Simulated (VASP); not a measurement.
# PbO2 (Fm-3m) in VASP: a series of runs, part 2 of 2

VASP 6.6.1. The steps go on from the part before.

## (3) Single point, PBEsol

File INCAR:

```
  PREC = Accurate
  ENCUT = 520
  EDIFF = 1E-6
  ISMEAR = -1
  SIGMA = 0.03
  LREAL = False
  LASPH = True
  NELM = 60
  ALGO = Normal
  ISIF = 2
  LWAVE = False
  LCHARG = True
  GGA = PS
  LELF = True
  LVHAR = True
  NBANDS = 20
```

File KPOINTS:

```
Automatic mesh
0
Gamma
  5 5 5
```

File POSCAR:

```
PbO2
1.0
    0.0000000000      2.7019920000      2.7019920000
    2.7019920000      0.0000000000      2.7019920000
    2.7019920000      2.7019920000      0.0000000000
Pb O
1 2
Direct
    0.0000000000      0.0000000000      0.0000000000
    0.7500000000      0.7500000000      0.7500000000
    0.2500000000      0.2500000000      0.2500000000
```

Potentials or basis: VASP PAW PBE potentials, release 64 (Pb_d, O).

Command:

```bash
$ cat potpaw_PBE.64/Pb_d/POTCAR potpaw_PBE.64/O/POTCAR > POTCAR
$ mpirun -np 1 vasp_std > vasp.out
```

OUTCAR:

```text
PREC = Accurate
   ENCUT = 520
   EDIFF = 1E-6
   ISMEAR = -1
   LREAL = False
   LASPH = True
   NELM = 60
   ISIF = 2
   GGA = PS

 ion  position               nearest neighbor table
   1  0.000  0.000  0.000-   2 2.34   2 2.34   2 2.34   3 2.34   3 2.34   3 2.34   3 2.34   2 2.34

   2  0.750  0.750  0.750-   1 2.34   1 2.34   1 2.34   1 2.34
   3  0.250  0.250  0.250-   1 2.34   1 2.34   1 2.34   1 2.34

  LATTYP: Found a face centered cubic cell.
 ALAT       =     5.4039840000

  Lattice vectors:

 A1 = (   0.0000000000,   2.7019920000,   2.7019920000)
 A2 = (   2.7019920000,   0.0000000000,   2.7019920000)
 A3 = (   2.7019920000,   2.7019920000,   0.0000000000)

Analysis of symmetry for initial positions (statically):
=====================================================================
 Subroutine PRICEL returns:
 Original cell was already a primitive cell.

 Routine SETGRP: Setting up the symmetry group for a
 face centered cubic supercell.

 Subroutine GETGRP returns: Found 48 space group operations
 (whereof 48 operations were pure point group operations)
 out of a pool of 48 trial point group operations.

The static configuration has the point symmetry O_h .

Analysis of symmetry for dynamics (positions and initial velocities):
=====================================================================
 Subroutine PRICEL returns:
 Original cell was already a primitive cell.

 Routine SETGRP: Setting up the symmetry group for a
 face centered cubic supercell.

 Subroutine GETGRP returns: Found 48 space group operations
 (whereof 48 operations were pure point group operations)
 out of a pool of 48 trial point group operations.

The dynamic configuration has the point symmetry O_h .

[... 95 lines left out ...]
   PSTRESS=    0.0 pullay stress
   NELECT =      26.0000    total number of electrons
   NUPDOWN=      -1.0000    fix difference up-down
   EMIN   =  10.00;   EMAX   =-10.00  energy-range for DOS
   EFERMI =   0.00;   METHOD = LEGACY
   ISMEAR =    -1;   SIGMA  =   0.03  broadening in eV -4-tet -1-fermi 0-gaus
   EFERMI_NEDOS =   21; number of points for ismear=-14 and -15
   IALGO  =     38    algorithm
   IMIX   =      4    mixing-type and parameters
     AMIX     =   0.40;   BMIX     =  1.00
     AMIX_MAG =   1.60;   BMIX_MAG =  1.00
  volume/ion in A,a.u.               =      13.15        88.75
  Fermi-wavevector in a.u.,A,eV,Ry     =   1.424640  2.692180 27.614384  2.029600
  Thomas-Fermi vector in A             =   2.545110
   LORBIT       =      0    0 simple, 1 ext, 2 COOP (PROOUT), +10 PAW based schemes
   GGA     = PS    functional components
   LHFCALC =     F    Hartree Fock is set to
   AEXX    =    0.0000 exact exchange contribution
   IVDW    =     0    specifies the selected vdW correction
   LEPSILON=     F    determine dielectric tensor
   LRPA    =     F    only Hartree local field effects (RPA)
 non-spin polarized calculation
  energy-cutoff  :      520.00
  volume of cell :       39.45
 maximum number of plane-waves:      1073
   NGX = 15   NGY = 15   NGZ = 15

 number of electron      25.9999989 magnetization

 Free energy of the ion-electron system (eV)
  ---------------------------------------------------
  ext. energy  EPLUGINS =         0.00000000
  ---------------------------------------------------
  free energy    TOTEN  =       -16.76960144 eV

  energy without entropy =      -16.76742137  energy(sigma->0) =      -16.76851140

 E-fermi :   5.4343     XC(G=0): -11.4194

 val. band max:        5.3360400914   @ k =  -0.4000   0.4000   0.2000
 cond. band min:       6.0754172847   @ k =   0.2000   0.2000   0.0000
 fundamental gap:      0.7393771933
 Fermi energy:         5.4342931348

 k-point     1 :       0.0000    0.0000    0.0000
  band No.  band energies     occupation
      1     -12.9754      2.00000
      2     -10.1439      2.00000
      3     -10.1439      2.00000
      4     -10.1439      2.00000
      5     -10.0898      2.00000
      6      -9.9000      2.00000
[... 219 lines left out ...]
     19      21.1925      0.00000
     20      22.7629      0.00000

------------------------ aborting loop because EDIFF is reached ----------------------------------------

  FORCE on cell =-STRESS in cart. coord.  units (eV):
  Direction    XX          YY          ZZ          XY          YZ          ZX
  --------------------------------------------------------------------------------------
  -------------------------------------------------------------------------------------
  Total       -1.4454741     -1.4454741     -1.4454741      0.0000000     -0.0000000      0.0000000
  in kB      -58.7000850    -58.7000850    -58.7000850      0.0000000     -0.0000000      0.0000000
  external PRESSURE =     -58.7000850 kB  Pullay stress =       0.0000000 kB

 VOLUME and BASIS-vectors are now :
 -----------------------------------------------------------------------------
  energy-cutoff  :      520.00
  volume of cell :       39.45
      direct lattice vectors                 reciprocal lattice vectors
     0.000000000  2.701992000  2.701992000    -0.185048660  0.185048660  0.185048660
     2.701992000  0.000000000  2.701992000     0.185048660 -0.185048660  0.185048660
     2.701992000  2.701992000  0.000000000     0.185048660  0.185048660 -0.185048660

 POSITION                                       TOTAL-FORCE (eV/Angst)
 -----------------------------------------------------------------------------------
      0.00000      0.00000      0.00000        -0.000000      0.000000     -0.000000
      4.05299      4.05299      4.05299        -0.000000      0.000000     -0.000000
      1.35100      1.35100      1.35100         0.000000     -0.000000      0.000000
 -----------------------------------------------------------------------------------
    total drift:                                0.000000     -0.000000      0.000000

  FREE ENERGIE OF THE ION-ELECTRON SYSTEM (eV)
  ---------------------------------------------------
  free  energy   TOTEN  =       -16.7696014392 eV

  energy  without entropy=      -16.7674213685  energy(sigma->0) =      -16.76851140
```

stdout:

```text
POSCAR found type information on POSCAR PbO
 POSCAR found :  2 types and       3 ions
 scaLAPACK will be used
 -----------------------------------------------------------------------------
|                                                                             |
|                                                                             |
|     You enforced a specific xc type in the INCAR file but a different       |
|     I HOPE YOU KNOW WHAT YOU ARE DOING!                                     |
|                                                                             |
 -----------------------------------------------------------------------------

 LDA part: xc-table for (Slater+PW92), standard interpolation
 POSCAR, INCAR and KPOINTS ok, starting setup
 FFT: planning ... GRIDC
 FFT: planning ... GRID_SOFT
 FFT: planning ... GRID
 WAVECAR not read
 entering main loop
```

Run time: 4.6 s. Hardware: 1 thread of Intel Xeon 6975P-C (Granite Rapids), shared host; peak memory 0.15 GiB.

Results:

- Free energy: -16.7696 eV
- Pressure: -5.9 GPa
- Band gap on the k mesh: zero (band 13 reaches 5.34 eV, above the bottom of band 14 at 4.28 eV)

Caveat: the k points lie up to 0.40 Å⁻¹ apart; the PAW data sets were made with another functional, which shifts forces and pressure a little; spin-orbit coupling is left out, which moves the levels of the heavy elements.

## (4) Single point, LDA

This run uses another cell than the first one, of 12.36 Å³/atom, 0.940 times its volume.

File INCAR:

```
SYSTEM = PbO2
PREC     = Accurate       ! precision mode
ENCUT    = 520            ! plane-wave cutoff, eV
EDIFF    = 1E-6           ! SCF threshold, eV
ISMEAR   = -1             ! smearing method
SIGMA    = 0.05           ! smearing width, eV
LREAL    = .False.        ! projectors in reciprocal space
LASPH    = .True.         ! aspherical terms in the spheres
NELM     = 60             ! most SCF steps
ALGO     = Normal         ! electronic algorithm
ISIF     = 2              ! what is computed and relaxed
LWAVE    = .False.        ! write WAVECAR
LCHARG   = .True.         ! write CHGCAR
LELF     = .True.         ! ELF
LVHAR    = .True.       
NBANDS   = 20             ! bands
```

File KPOINTS:

```
regular mesh
0
Gamma
  9 9 9
  0 0 0
```

File POSCAR:

```
PbO2
1.0
    0.0000000000      2.6468338291      2.6468338291
    2.6468338291      0.0000000000      2.6468338291
    2.6468338291      2.6468338291      0.0000000000
Pb O
1 2
Direct
    0.0000000000      0.0000000000      0.0000000000
    0.7500000000      0.7500000000      0.7500000000
    0.2500000000      0.2500000000      0.2500000000
```

Potentials or basis: VASP PAW LDA potentials, release 64 (Pb_d, O).

Command:

```bash
$ cat potpaw_LDA.64/Pb_d/POTCAR potpaw_LDA.64/O/POTCAR > POTCAR
$ mpirun -np 1 vasp_std > vasp.out
```

Wall time 27 s (1 thread of Intel Xeon 8259CL, shared host); peak memory 0.16 GiB.

The run converged. Its results:

```
Free energy            : -18.1423 eV
Pressure               : -1.0 GPa
Band gap on the k mesh : zero (band 13 reaches 6.12 eV, above the bottom of band 14 at 4.81 eV)
```

Levels at points of the mesh, in eV from the Fermi level:
```tsv
k point	band 10	band 11	band 12	band 13	band 14	band 15	band 16	band 17
(0.00, 0.00, 0.00)	-2.09	-2.09	-1.35	-1.35	-1.35	6.92	6.92	6.92
```

Caveat: spin-orbit coupling is left out, which moves the levels of the heavy elements.

## (5) Single point, LDA

This run uses another cell than the first one, of 12.89 Å³/atom, 0.980 times its volume.

File INCAR:

```
  PREC = Accurate
  ENCUT = 520
  EDIFF = 1E-6
  ISMEAR = -1
  SIGMA = 0.05
  LREAL = False
  LASPH = True
  NELM = 60
  ALGO = Normal
  ISIF = 2
  LWAVE = False
  LCHARG = True
  GGA = CA
  LELF = True
  LVHAR = True
  NBANDS = 20
```

File KPOINTS:

```
Automatic mesh
0
Gamma
  9 9 9
```

File POSCAR:

```
PbO2
1.0
    0.0000000000      2.6838572791      2.6838572791
    2.6838572791      0.0000000000      2.6838572791
    2.6838572791      2.6838572791      0.0000000000
Pb O
1 2
Direct
    0.0000000000      0.0000000000      0.0000000000
    0.7500000000      0.7500000000      0.7500000000
    0.2500000000      0.2500000000      0.2500000000
```

Potentials or basis: VASP PAW LDA potentials, release 64 (Pb_d, O).

Command:

```bash
$ cat potpaw_LDA.64/Pb_d/POTCAR potpaw_LDA.64/O/POTCAR > POTCAR
$ mpirun -np 1 vasp_std > vasp.out
```

OUTCAR:

```text
PREC = Accurate
   ENCUT = 520
   EDIFF = 1E-6
   ISMEAR = -1
   LREAL = False
   LASPH = True
   NELM = 60
   ISIF = 2
   GGA = CA

 ion  position               nearest neighbor table
   1  0.000  0.000  0.000-   2 2.32   2 2.32   2 2.32   2 2.32   3 2.32   3 2.32   3 2.32   3 2.32

   2  0.750  0.750  0.750-   1 2.32   1 2.32   1 2.32   1 2.32
   3  0.250  0.250  0.250-   1 2.32   1 2.32   1 2.32   1 2.32

  LATTYP: Found a face centered cubic cell.
 ALAT       =     5.3677145582

  Lattice vectors:

 A1 = (   0.0000000000,   2.6838572791,   2.6838572791)
 A2 = (   2.6838572791,   0.0000000000,   2.6838572791)
 A3 = (   2.6838572791,   2.6838572791,   0.0000000000)

Analysis of symmetry for initial positions (statically):
=====================================================================
 Subroutine PRICEL returns:
 Original cell was already a primitive cell.

 Routine SETGRP: Setting up the symmetry group for a
 face centered cubic supercell.

 Subroutine GETGRP returns: Found 48 space group operations
 (whereof 48 operations were pure point group operations)
 out of a pool of 48 trial point group operations.

[... 157 lines left out ...]
  ext. energy  EPLUGINS =         0.00000000
  ---------------------------------------------------
  free energy    TOTEN  =       -18.10314153 eV

  energy without entropy =      -18.09736873  energy(sigma->0) =      -18.10025513

 E-fermi :   5.5971     XC(G=0): -11.7822

 val. band max:        5.5511669634   @ k =  -0.3333   0.4444   0.2222
 cond. band min:       6.1697473311   @ k =  -0.1111   0.1111   0.0000
 fundamental gap:      0.6185803677
 Fermi energy:         5.5970686049

 k-point     1 :       0.0000    0.0000    0.0000
  band No.  band energies     occupation
      1     -12.8526      2.00000
      2     -10.0476      2.00000
      3     -10.0476      2.00000
      4     -10.0476      2.00000
      5      -9.7708      2.00000
      6      -9.7708      2.00000
[... 541 lines left out ...]
     19      21.5590      0.00000
     20      22.5649      0.00000

 [... further k-points ...]
[... 5 lines left out ...]
  --------------------------------------------------------------------------------------
  -------------------------------------------------------------------------------------
  Total       -1.7431253     -1.7431253     -1.7431253     -0.0000000      0.0000000     -0.0000000
  in kB      -72.2322160    -72.2322160    -72.2322160     -0.0000000      0.0000000     -0.0000000
  external PRESSURE =     -72.2322160 kB  Pullay stress =       0.0000000 kB

 VOLUME and BASIS-vectors are now :
 -----------------------------------------------------------------------------
  energy-cutoff  :      520.00
  volume of cell :       38.66
      direct lattice vectors                 reciprocal lattice vectors
     0.000000000  2.683857279  2.683857279    -0.186299027  0.186299027  0.186299027
     2.683857279  0.000000000  2.683857279     0.186299027 -0.186299027  0.186299027
     2.683857279  2.683857279  0.000000000     0.186299027  0.186299027 -0.186299027

 POSITION                                       TOTAL-FORCE (eV/Angst)
 -----------------------------------------------------------------------------------
      0.00000      0.00000      0.00000        -0.000000     -0.000000      0.000000
      4.02579      4.02579      4.02579         0.000000      0.000000     -0.000000
      1.34193      1.34193      1.34193        -0.000000     -0.000000      0.000000
 -----------------------------------------------------------------------------------
    total drift:                                0.000000      0.000000      0.000000

  FREE ENERGIE OF THE ION-ELECTRON SYSTEM (eV)
  ---------------------------------------------------
  free  energy   TOTEN  =       -18.1031415265 eV

  energy  without entropy=      -18.0973687303  energy(sigma->0) =      -18.10025513
```

OSZICAR:

```text
N       E                     dE             d eps       ncg     rms          rms(c)
DAV:   1     0.257985730987E+03    0.25799E+03   -0.13744E+04  1428   0.161E+03
DAV:   2     0.210044473541E+01   -0.25589E+03   -0.24289E+03  1504   0.421E+02
DAV:   3    -0.201032773621E+02   -0.22204E+02   -0.21801E+02  1648   0.129E+02
DAV:   4    -0.207457204932E+02   -0.64244E+00   -0.64188E+00  1580   0.221E+01
DAV:   5    -0.207642768671E+02   -0.18556E-01   -0.18555E-01  1772   0.400E+00    0.921E+00
DAV:   6    -0.181820923883E+02    0.25822E+01   -0.10661E+01  2096   0.413E+01    0.296E+00
DAV:   7    -0.181364254553E+02    0.45667E-01   -0.56406E-01  1564   0.801E+00    0.165E+00
DAV:   8    -0.181134157280E+02    0.23010E-01   -0.19813E-01  1560   0.404E+00    0.831E-01
DAV:   9    -0.181030605576E+02    0.10355E-01   -0.30009E-02  1880   0.196E+00    0.154E-01
DAV:  10    -0.181031466218E+02   -0.86064E-04   -0.35304E-03  1524   0.426E-01    0.414E-02
DAV:  11    -0.181031511470E+02   -0.45252E-05   -0.39190E-05  1760   0.563E-02    0.321E-02
DAV:  12    -0.181031415968E+02    0.95502E-05   -0.35738E-05  1784   0.497E-02    0.672E-03
DAV:  13    -0.181031415265E+02    0.70346E-07   -0.15544E-06  1352   0.942E-03
   1 F= -.18103142E+02 E0= -.18100255E+02  d E =-.577280E-02
```

Run time: 37 s. Hardware: 1 thread of Intel Xeon 8259CL, shared host; peak memory 0.15 GiB.

Results:

- Free energy: -18.1031 eV
- Pressure: -7.2 GPa
- Band gap on the k mesh: zero (band 13 reaches 5.55 eV, above the bottom of band 14 at 4.34 eV)

Levels at points of the mesh, in eV from the Fermi level:
```
           k point  band 10  band 11  band 12  band 13  band 14  band 15  band 16  band 17
(0.00, 0.00, 0.00)    -2.01    -2.01    -1.26    -1.26    -1.26     6.81     6.81     6.81
```

Caveat: spin-orbit coupling is left out, which moves the levels of the heavy elements.

## (6) The runs side by side

| level | potentials or basis | cell | k mesh | smearing | grid for exact exchange (PRECFOCK) | gap on the mesh (eV) | pressure (GPa) |
| --- | --- | --- | --- | --- | --- | --- | --- |
| r2SCAN50 | VASP PAW PBE potentials, release 64 (Pb_d, O) | a = 3.821 Å, angles 60.0°, 3 atoms | 5 × 5 × 5 | fermi-dirac 0.05 eV | Normal | none | -22.8 |
| PBEsol | VASP PAW PBE potentials, release 64 (Pb_d, O) | a = 3.821 Å, angles 60.0°, 3 atoms | 5 × 5 × 5 | fermi-dirac 0.03 eV | - | none | -5.9 |
| LDA | VASP PAW LDA potentials, release 64 (Pb_d, O) | a = 3.743 Å, angles 60.0°, 3 atoms | 9 × 9 × 9 | fermi-dirac 0.05 eV | - | none | -1.0 |
| LDA | VASP PAW LDA potentials, release 64 (Pb_d, O) | a = 3.796 Å, angles 60.0°, 3 atoms | 9 × 9 × 9 | fermi-dirac 0.05 eV | - | none | -7.2 |

Alike in all rows: task single point; no spin polarisation; cutoff (eV) 520.

Caveats: some runs use coarse meshes; spin-orbit coupling is left out, which moves the levels of the heavy elements; the PAW data sets were made with another functional, which shifts forces and pressure a little (some runs).

Absolute energies hang on the potentials; compare differences alone.
